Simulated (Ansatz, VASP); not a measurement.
## One calculation of SrO, two programs

```
CELL_PARAMETERS angstrom
0.00000 2.56630 2.56630
2.56630 0.00000 2.56630
2.56630 2.56630 0.00000
ATOMIC_POSITIONS crystal
Sr 0.50000 0.50000 0.50000
O 0.00000 0.00000 0.00000
```

Alike in both runs: task relaxation of cell and atoms; functional HF; k mesh 5 × 5 × 5; occupations fermi-dirac, width 0.05 eV; no spin polarisation.

|  | VASP | Ansatz |
| --- | --- | --- |
| version | VASP 6.6.1 | Ansatz 0.2.0 |
| potentials or method | VASP PAW PBE potentials, release 64 (Sr_sv, O) | Ansatz PAW |
| plane-wave cutoff (eV) | 600 | 420 |
| valence electrons in the cell | 16 | 16 |

VASP gave:

* gap on the k mesh at the Fermi level, each at its own relaxed structure (eV): 13.02
* relaxed volume (Å³/atom): 17.78
* relaxed length of the cell vector where the two differ most in proportion (Å): 3.691

Question: Which values does Ansatz return?

Answer: gap on the k mesh at the Fermi level, each at its own relaxed structure (eV): 13.02; relaxed volume (Å³/atom): 17.80; relaxed length of the cell vector where the two differ most in proportion (Å): 3.692.

VASP's potentials were made for PBE, not for HF.

The k mesh is coarse, so the values compare programs but aren't converged. Noted on Ansatz's run: odd divisions of the mesh miss points on the zone boundary, where band edges often lie, so the gap on the mesh can be too wide; the plane-wave basis is chosen anew once the cell has moved, so the energies of steps on either side of that aren't comparable.
